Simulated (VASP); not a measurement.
# SrCl2 in VASP: further runs, part 2 of 2

VASP 6.6.1. The steps go on from the part before.

### 5 Single point, PBEsol (volume scaled by 1.020)

INCAR

```
ALGO     = Normal         # electronic algorithm
EDIFF    = 1E-6           # SCF threshold, eV
ENCUT    = 520            # plane-wave cutoff, eV
GGA      = PS             # functional
ISIF     = 2              # what is computed and relaxed
ISMEAR   = 0              # smearing method
LASPH    = T              # aspherical terms in the spheres
LCHARG   = T              # write CHGCAR
LELF     = T              # ELF
LREAL    = F              # projectors in reciprocal space
LVHAR    = T            
LWAVE    = F              # write WAVECAR
NBANDS   = 19             # bands
NELM     = 100            # most SCF steps
PREC     = Accurate       # precision mode
SIGMA    = 0.05           # smearing width, eV
```

KPOINTS

```
k-points
0
Gamma
  8 8 6
```

POSCAR

```
SrCl2
1.0
    4.3898304358      0.0000000000      0.0000000000
   -2.1949152179      3.8017046757      0.0000000000
    0.0000000000      0.0000000000      6.1734495203
Sr Cl
1 2
Direct
    0.0000000000      0.0000000000      0.0000000000
    0.3333333333      0.6666666667      0.2230369008
    0.6666666667      0.3333333333      0.7769630992
```

Potentials or basis: VASP PAW PBE potentials, release 64 (Sr_sv, Cl).

Launch:

```console
> cat potpaw_PBE.64/Sr_sv/POTCAR potpaw_PBE.64/Cl/POTCAR > POTCAR
> mpirun -np 1 vasp_std > vasp.out
```

OUTCAR:

```text
EDIFF = 1E-6
   ENCUT = 520
   GGA = PS
   ISIF = 2
   ISMEAR = 0
   LASPH = T
   LREAL = F
   NELM = 100
   PREC = Accurate

 ion  position               nearest neighbor table
   1  0.000  0.000  0.000-   2 2.88   3 2.88   2 2.88   3 2.88   3 2.88   2 2.88
   2  0.333  0.667  0.223-   1 2.88   1 2.88   1 2.88
   3  0.667  0.333  0.777-   1 2.88   1 2.88   1 2.88

  LATTYP: Found a hexagonal cell.
 ALAT       =     4.3898304358
 C/A-ratio  =     1.4063070569

  Lattice vectors:
[... 195 lines left out ...]
      5     -14.2791      2.00000
      6     -13.6197      2.00000
[... 505 lines left out ...]
      6     -13.7080      2.00000
[... 11 lines left out ...]
     18       7.8742      0.00000
     19       8.5917      0.00000

 [... further k-points ...]
[... 5 lines left out ...]
  --------------------------------------------------------------------------------------
  -------------------------------------------------------------------------------------
  Total        0.0033370      0.0033370      0.0123699     -0.0000000     -0.0000000      0.0000000
  in kB        0.0518929      0.0518929      0.1923642     -0.0000000     -0.0000000      0.0000000
  external PRESSURE =       0.0987167 kB  Pullay stress =       0.0000000 kB

 VOLUME and BASIS-vectors are now :
 -----------------------------------------------------------------------------
  energy-cutoff  :      520.00
  volume of cell :      103.03
      direct lattice vectors                 reciprocal lattice vectors
     4.389830436  0.000000000  0.000000000     0.227799232  0.131519948  0.000000000
    -2.194915218  3.801704676  0.000000000     0.000000000  0.263039895  0.000000000
     0.000000000  0.000000000  6.173449520     0.000000000  0.000000000  0.161983992

 POSITION                                       TOTAL-FORCE (eV/Angst)
 -----------------------------------------------------------------------------------
      0.00000      0.00000      0.00000        -0.000000      0.000000     -0.000000
     -0.00000      2.53447      1.37691        -0.000000      0.000000      0.021352
      2.19492      1.26723      4.79654         0.000000     -0.000000     -0.021352
 -----------------------------------------------------------------------------------
    total drift:                               -0.000000     -0.000000      0.000000

  FREE ENERGIE OF THE ION-ELECTRON SYSTEM (eV)
  ---------------------------------------------------
  free  energy   TOTEN  =       -13.1013258106 eV

  energy  without entropy=      -13.1013258106  energy(sigma->0) =      -13.10132581
```

OSZICAR:

```text
N       E                     dE             d eps       ncg     rms          rms(c)
DAV:   1     0.149590413506E+03    0.14959E+03   -0.10957E+04  1900   0.110E+03
DAV:   2    -0.208340006438E+01   -0.15167E+03   -0.14742E+03  2503   0.218E+02
DAV:   3    -0.130163157500E+02   -0.10933E+02   -0.10897E+02  2460   0.596E+01
DAV:   4    -0.134244674201E+02   -0.40815E+00   -0.40761E+00  3404   0.969E+00
DAV:   5    -0.134269143928E+02   -0.24470E-02   -0.24466E-02  2596   0.734E-01    0.173E+01
DAV:   6    -0.130963539902E+02    0.33056E+00   -0.67809E-01  2197   0.425E+00    0.106E+01
DAV:   7    -0.130975643126E+02   -0.12103E-02   -0.53744E-01  2488   0.403E+00    0.139E+00
DAV:   8    -0.130974525642E+02    0.11175E-03   -0.67512E-02  2235   0.142E+00    0.518E-01
DAV:   9    -0.130989500942E+02   -0.14975E-02   -0.26655E-03  2450   0.316E-01    0.209E-01
DAV:  10    -0.131007279853E+02   -0.17779E-02   -0.10468E-03  2157   0.173E-01    0.449E-02
DAV:  11    -0.131011993072E+02   -0.47132E-03   -0.27250E-04  2503   0.856E-02    0.366E-02
DAV:  12    -0.131013011612E+02   -0.10185E-03   -0.74935E-05  2211   0.450E-02    0.135E-02
DAV:  13    -0.131013239952E+02   -0.22834E-04   -0.24737E-05  2475   0.260E-02    0.514E-03
DAV:  14    -0.131013253340E+02   -0.13387E-05   -0.10193E-06  2285   0.554E-03    0.228E-03
DAV:  15    -0.131013258106E+02   -0.47668E-06   -0.55645E-07  1878   0.387E-03
   1 F= -.13101326E+02 E0= -.13101326E+02  d E =-.242416E-16
```

Run time: 3 min. Hardware: 1 thread of Oxide Virtual Turin-like, shared host; peak memory 0.25 GiB.

What came out:

```
Free energy            : -13.1013 eV
Pressure               : 0.0 GPa
Largest force          : 0.021 eV/Å
Band gap on the k mesh : 5.27 eV, direct
```

Forces in eV/Å, atoms in the order of the input:
```
Sr   0.000  0.000  0.000
Cl   0.000  0.000  0.021
Cl   0.000  0.000 -0.021
```

Caveat: the PAW data sets were made with another functional, which shifts forces and pressure a little. A k mesh can miss the band edges.

### 6 Overview

```tsv
cell	gap on the mesh (eV)	pressure (GPa)	largest force (eV/Å)
a = 4.370, b = 4.370, c = 5.985 Å, angles 90.0, 90.0, 120.0°, 3 atoms	5.23	0.2	0.03
a = 4.380, b = 4.380, c = 6.078 Å, angles 90.0, 90.0, 120.0°, 3 atoms	5.24	0.0	0.04
a = 4.390, b = 4.390, c = 6.173 Å, angles 90.0, 90.0, 120.0°, 3 atoms	5.27	0.0	0.02
```

Some of these runs hold the atoms at other places in the same cell, which the table doesn't show; runs alike in all that it shows share one row.

Alike in all rows: task single point; level PBEsol; potentials or basis VASP PAW PBE potentials, release 64 (Sr_sv, Cl); no spin polarisation; k mesh 8 × 8 × 6; cutoff (eV) 520; smearing gaussian 0.05 eV.

Caveats: the PAW data sets were made with another functional, which shifts forces and pressure a little.

Absolute energies hang on the potentials; compare differences alone.
